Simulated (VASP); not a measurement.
# Ta (Im-3m) in VASP: a series of runs

The runs below take Ta through single point, relaxation of cell and atoms, with RPBE.

All numbers are computed with VASP 6.6.1; they aren't measurements. Logs are shortened: lines on timing, memory, paths and dates and some standing lists are left out, and cuts for length are marked.

### 1 The cell of the first run

Symmetry: Im-3m, No. 229, cubic system. Conventional cell: a = 3.341 Å, b = 3.341 Å, c = 3.341 Å, α = 90.00°, β = 90.00°, γ = 90.00°. Within 3.8 Å of Ta (site symmetry m-3m) lie 14 Ta at 2.89 to 3.34 Å.

### 2 Single point, RPBE

Input file INCAR:

```
SYSTEM = Ta
ALGO     = Normal         ! electronic algorithm
EDIFF    = 1E-7           ! SCF threshold, eV
ENCUT    = 520            ! plane-wave cutoff, eV
GGA      = RP             ! functional
ISIF     = 2              ! what is computed and relaxed
ISMEAR   = -1             ! smearing method
LASPH    = .TRUE.         ! aspherical terms in the spheres
LCHARG   = .FALSE.        ! write CHGCAR
LREAL    = .FALSE.        ! projectors in reciprocal space
LWAVE    = .FALSE.        ! write WAVECAR
NBANDS   = 12             ! bands
NELM     = 100            ! most SCF steps
PREC     = Accurate       ! precision mode
SIGMA    = 0.1            ! smearing width, eV
```

Input file KPOINTS:

```
k-points
0
G
  13 13 13
  0 0 0
```

Input file POSCAR:

```
Ta
1.0
   -1.6703412711      1.6703412711      1.6703412711
    1.6703412711     -1.6703412711      1.6703412711
    1.6703412711      1.6703412711     -1.6703412711
Ta
1
Direct
    0.0000000000      0.0000000000      0.0000000000
```

Potentials or basis: VASP PAW PBE potentials, release 64 (Ta_pv).

Command:

```console
$ cat potpaw_PBE.64/Ta_pv/POTCAR > POTCAR
$ mpirun -np 1 vasp_std > vasp.out
```

OUTCAR:

```text
SYSTEM = Ta
   EDIFF = 1E-7
   ENCUT = 520
   GGA = RP
   ISIF = 2
   ISMEAR = -1
   LASPH = .TRUE.
   LREAL = .FALSE.
   NELM = 100
   PREC = Accurate

 ion  position               nearest neighbor table
   1  0.000  0.000  0.000-

  LATTYP: Found a body centered cubic cell.
 ALAT       =     3.3406825422

  Lattice vectors:

 A1 = (  -1.6703412711,   1.6703412711,   1.6703412711)
 A2 = (   1.6703412711,  -1.6703412711,   1.6703412711)
 A3 = (   1.6703412711,   1.6703412711,  -1.6703412711)

Analysis of symmetry for initial positions (statically):
=====================================================================
 Subroutine PRICEL returns:
 Original cell was already a primitive cell.

 Routine SETGRP: Setting up the symmetry group for a
 body centered cubic supercell.

 Subroutine GETGRP returns: Found 48 space group operations
 (whereof 48 operations were pure point group operations)
 out of a pool of 48 trial point group operations.

The static configuration has the point symmetry O_h .

Analysis of symmetry for dynamics (positions and initial velocities):
=====================================================================
 Subroutine PRICEL returns:
 Original cell was already a primitive cell.

 Routine SETGRP: Setting up the symmetry group for a
 body centered cubic supercell.

 Subroutine GETGRP returns: Found 48 space group operations
 (whereof 48 operations were pure point group operations)
 out of a pool of 48 trial point group operations.

The dynamic configuration has the point symmetry O_h .

 Subroutine INISYM returns: Found 48 space group operations
 (whereof 48 operations are pure point group operations),
 and found     1 'primitive' translations

----------------------------------------------------------------------------------------

                                     Primitive cell

  volume of cell :      18.6413

  direct lattice vectors                    reciprocal lattice vectors
    -1.670341271  1.670341271  1.670341271     0.000000000  0.299340026  0.299340026
     1.670341271 -1.670341271  1.670341271     0.299340026  0.000000000  0.299340026
     1.670341271  1.670341271 -1.670341271     0.299340026  0.299340026  0.000000000

  length of vectors
     2.893115948  2.893115948  2.893115948     0.423330725  0.423330725  0.423330725

  position of ions in fractional coordinates (direct lattice)
     0.000000000  0.000000000  0.000000000

  ion indices of the primitive-cell ions
   primitive index   ion index
                 1           1

----------------------------------------------------------------------------------------

 KPOINTS: k-points

Automatic generation of k-mesh.
 Grid dimensions read from file:
 generate k-points for:   13   13   13

 Generating k-lattice:

  Cartesian coordinates                     Fractional coordinates (reciprocal lattice)
     0.000000000  0.023026156  0.023026156     0.076923077  0.000000000  0.000000000
     0.023026156  0.000000000  0.023026156     0.000000000  0.076923077  0.000000000
     0.023026156  0.023026156  0.000000000     0.000000000  0.000000000  0.076923077

  Length of vectors
     0.032563902  0.032563902  0.032563902

  Shift w.r.t. Gamma in fractional coordinates (k-lattice)
     0.000000000  0.000000000  0.000000000

 Subroutine IBZKPT returns following result:
 ===========================================

 Found     84 irreducible k-points:

 Following reciprocal coordinates:
            Coordinates               Weight
  0.000000  0.000000  0.000000      1.000000
  0.076923  0.000000  0.000000     12.000000
  0.153846  0.000000  0.000000     12.000000
  0.230769  0.000000  0.000000     12.000000
  0.307692  0.000000  0.000000     12.000000
  0.384615  0.000000  0.000000     12.000000
[... 16 lines left out ...]
  0.153846  0.076923  0.076923     24.000000
  0.230769  0.076923  0.076923     24.000000
 [... further k-points ...]
   k-points           NKPTS =     84   k-points in BZ     NKDIM =     84   number of bands    NBANDS=     12
   number of dos      NEDOS =    301   number of ions     NIONS =      1
   total plane-waves  NPLWV =  13824
   dimension x,y,z NGX =    24 NGY =   24 NGZ =   24
   dimension x,y,z NGXF=    48 NGYF=   48 NGZF=   48
   ions per type =               1
   NGX,Y,Z   is equivalent  to a cutoff of  13.79, 13.79, 13.79 a.u.
   NGXF,Y,Z  is equivalent  to a cutoff of  27.58, 27.58, 27.58 a.u.
 SYSTEM =  Ta
   PREC   = accura    normal or accurate (medium, high low for compatibility)
   ISTART =      0    job   : 0-new  1-cont  2-samecut
   ICHARG =      2    charge: 1-file 2-atom 10-const
   ISPIN  =      1    spin polarized calculation?
   LNONCOLLINEAR =      F non collinear calculations
   LSORBIT =      F    spin-orbit coupling
   LASPH  =      T    aspherical Exc in radial PAW
   ENCUT  =  520.0 eV  38.22 Ry    6.18 a.u.   5.38  5.38  5.38*2*pi/ulx,y,z
   NELM   =    100;   NELMIN=  2; NELMDL= -5     # of ELM steps
   EDIFF  = 0.1E-06   stopping-criterion for ELM
   LREAL  =      F    real-space projection
   EDIFFG = 0.1E-05   stopping-criterion for IOM
   NSW    =      0    number of steps for IOM
   IBRION =     -1    ionic relax: 0-MD 1-quasi-New 2-CG
   NFREE  =      0    steps in history (QN), initial steepest desc. (CG)
   ISIF   =      2    stress and relaxation
   ISYM   =      2    0-nonsym 1-usesym 2-fastsym
   POTIM  = 0.5000    time-step for ionic-motion
   TEBEG  =    0.0;   TEEND  =   0.0 temperature during run
   PSTRESS=    0.0 pullay stress
   NELECT =      11.0000    total number of electrons
   NUPDOWN=      -1.0000    fix difference up-down
   EMIN   =  10.00;   EMAX   =-10.00  energy-range for DOS
   EFERMI =   0.00;   METHOD = LEGACY
   ISMEAR =    -1;   SIGMA  =   0.10  broadening in eV -4-tet -1-fermi 0-gaus
   EFERMI_NEDOS =   21; number of points for ismear=-14 and -15
   IALGO  =     38    algorithm
   IMIX   =      4    mixing-type and parameters
     AMIX     =   0.40;   BMIX     =  1.00
     AMIX_MAG =   1.60;   BMIX_MAG =  1.00
  volume/ion in A,a.u.               =      18.64       125.80
  Fermi-wavevector in a.u.,A,eV,Ry     =   1.373137  2.594853 25.653854  1.885505
  Thomas-Fermi vector in A             =   2.498681
   LORBIT       =      0    0 simple, 1 ext, 2 COOP (PROOUT), +10 PAW based schemes
   GGA     = RP    functional components
   LHFCALC =     F    Hartree Fock is set to
   AEXX    =    0.0000 exact exchange contribution
   IVDW    =     0    specifies the selected vdW correction
   LEPSILON=     F    determine dielectric tensor
   LRPA    =     F    only Hartree local field effects (RPA)
 non-spin polarized calculation
  energy-cutoff  :      520.00
  volume of cell :       18.64
 maximum number of plane-waves:       531
 NGX is ok and might be reduce to    24
   NGX = 11   NGY = 11   NGZ = 11

 number of electron      10.9999999 magnetization

 Free energy of the ion-electron system (eV)
  ---------------------------------------------------
  ext. energy  EPLUGINS =         0.00000000
  ---------------------------------------------------
  free energy    TOTEN  =       -11.33808045 eV

  energy without entropy =      -11.29368081  energy(sigma->0) =      -11.31588063

 E-fermi :   5.3091     XC(G=0): -12.3893

 val. band max:        5.2808830697   @ k =  -0.3846   0.4615   0.1538
 cond. band min:       5.3277835988   @ k =   0.2308   0.0000   0.0000
 fundamental gap:      0.0469005291
 Fermi energy:         5.3091105894

 k-point     1 :       0.0000    0.0000    0.0000
  band No.  band energies     occupation
      1     -27.9407      2.00000
      2     -27.9407      2.00000
      3     -27.9407      2.00000
      4      -2.4807      2.00000
      5       6.0505      0.00121
      6       6.0505      0.00121
      7       6.0505      0.00121
      8       9.2083      0.00000
      9       9.2083      0.00000
     10      19.9368      0.00000
     11      20.1133      0.00000
     12      20.1133      0.00000

 k-point     2 :       0.0769    0.0000    0.0000
  band No.  band energies     occupation
      1     -28.0051      2.00000
      2     -27.9607      2.00000
      3     -27.9410      2.00000
      4      -2.2287      2.00000
      5       5.8882      0.00609
      6       5.9987      0.00202
      7       6.2974      0.00010
      8       8.9582      0.00000
      9       9.2099      0.00000
     10      19.9367      0.00000
     11      20.3329      0.00000
     12      20.5575      0.00000

 k-point     3 :       0.1538    0.0000    0.0000
  band No.  band energies     occupation
      1     -28.1802      2.00000
      2     -28.0158      2.00000
      3     -27.9418      2.00000
      4      -1.5209      2.00000
      5       5.4715      0.32923
      6       5.7543      0.02305
      7       7.0236      0.00000
      8       8.5913      0.00000
      9       9.2387      0.00000
     10      19.9364      0.00000
     11      20.7387      0.00000
     12      21.8120      0.00000

 k-point     4 :       0.2308    0.0000    0.0000
  band No.  band energies     occupation
      1     -28.4192      2.00000
      2     -28.0925      2.00000
      3     -27.9430      2.00000
      4      -0.5193      2.00000
      5       4.9497      1.94652
      6       5.3278      0.90691
      7       8.1829      0.00000
      8       8.5851      0.00000
      9       9.3433      0.00000
     10      19.9354      0.00000
     11      20.4457      0.00000
     12      21.9344      0.00000

 k-point     5 :       0.3077    0.0000    0.0000
  band No.  band energies     occupation
      1     -28.6638      2.00000
      2     -28.1728      2.00000
      3     -27.9442      2.00000
      4       0.4422      2.00000
      5       4.4588      1.99959
      6       5.1678      1.60856
      7       8.8609      0.00000
      8       9.5493      0.00000
      9       9.6806      0.00000
     10      19.2081      0.00000
     11      19.8876      0.00000
     12      20.0364      0.00000
[... 228 lines left out ...]
      1     -28.7381      2.00000
      2     -28.5786      2.00000
      3     -28.0712      2.00000
      4       2.8767      2.00000
      5       4.0627      1.99999
      6       4.5615      1.99887
      7       9.4193      0.00000
      8       9.8768      0.00000
      9      13.9619      0.00000
     10      15.8139      0.00000
     11      17.8259      0.00000
     12      19.9383      0.00000

 k-point    22 :       0.0769    0.0769    0.0769
  band No.  band energies     occupation
      1     -28.2990      2.00000
      2     -27.9861      2.00000
      3     -27.9861      2.00000
      4      -1.0788      2.00000
      5       5.2611      1.23563
      6       5.2611      1.23563
      7       7.7822      0.00000
      8       8.9479      0.00000
      9       8.9479      0.00000
     10      19.9362      0.00000
     11      21.0631      0.00000
     12      22.1146      0.00000

 k-point    23 :       0.1538    0.0769    0.0769
  band No.  band energies     occupation
      1     -28.4986      2.00000
      2     -28.0673      2.00000
      3     -27.9915      2.00000
      4      -0.0963      2.00000
      5       4.7346      1.99363
      6       4.8329      1.98305
      7       8.8347      0.00000
      8       9.0989      0.00000
      9       9.2957      0.00000
     10      19.9352      0.00000
     11      21.0692      0.00000
     12      21.8152      0.00000

 k-point    24 :       0.2308    0.0769    0.0769
  band No.  band energies     occupation
      1     -28.6877      2.00000
      2     -28.1698      2.00000
      3     -27.9974      2.00000
      4       0.9098      2.00000
      5       4.2899      1.99993
      6       4.6577      1.99704
      7       9.0117      0.00000
      8       9.6080      0.00000
      9      10.6523      0.00000
     10      19.6495      0.00000
     11      19.7083      0.00000
     12      19.9558      0.00000

 [... further k-points ...]

------------------------ aborting loop because EDIFF is reached ----------------------------------------

  FORCE on cell =-STRESS in cart. coord.  units (eV):
  Direction    XX          YY          ZZ          XY          YZ          ZX
  --------------------------------------------------------------------------------------
  -------------------------------------------------------------------------------------
  Total        0.0069319      0.0069319      0.0069319      0.0000000      0.0000000      0.0000000
  in kB        0.5957835      0.5957835      0.5957835      0.0000000      0.0000000      0.0000000
  external PRESSURE =       0.5957835 kB  Pullay stress =       0.0000000 kB

 VOLUME and BASIS-vectors are now :
 -----------------------------------------------------------------------------
  energy-cutoff  :      520.00
  volume of cell :       18.64
      direct lattice vectors                 reciprocal lattice vectors
    -1.670341271  1.670341271  1.670341271     0.000000000  0.299340026  0.299340026
     1.670341271 -1.670341271  1.670341271     0.299340026  0.000000000  0.299340026
     1.670341271  1.670341271 -1.670341271     0.299340026  0.299340026  0.000000000

 POSITION                                       TOTAL-FORCE (eV/Angst)
 -----------------------------------------------------------------------------------
      0.00000      0.00000      0.00000        -0.000000      0.000000     -0.000000
 -----------------------------------------------------------------------------------
    total drift:                                0.000000      0.000000     -0.000000

  FREE ENERGIE OF THE ION-ELECTRON SYSTEM (eV)
  ---------------------------------------------------
  free  energy   TOTEN  =       -11.3380804474 eV

  energy  without entropy=      -11.2936808061  energy(sigma->0) =      -11.31588063
```

Wall time 11 s (1 thread of Intel Xeon Platinum 8559C (Emerald Rapids), shared host); peak memory 0.14 GiB.

Results:

- Free energy: -11.3381 eV
- Pressure: 0.1 GPa

Caveat: the PAW data sets were made with another functional, which shifts forces and pressure a little; spin-orbit coupling is left out, which moves the levels of the heavy elements.

(Part 1 of 2 ends here.)
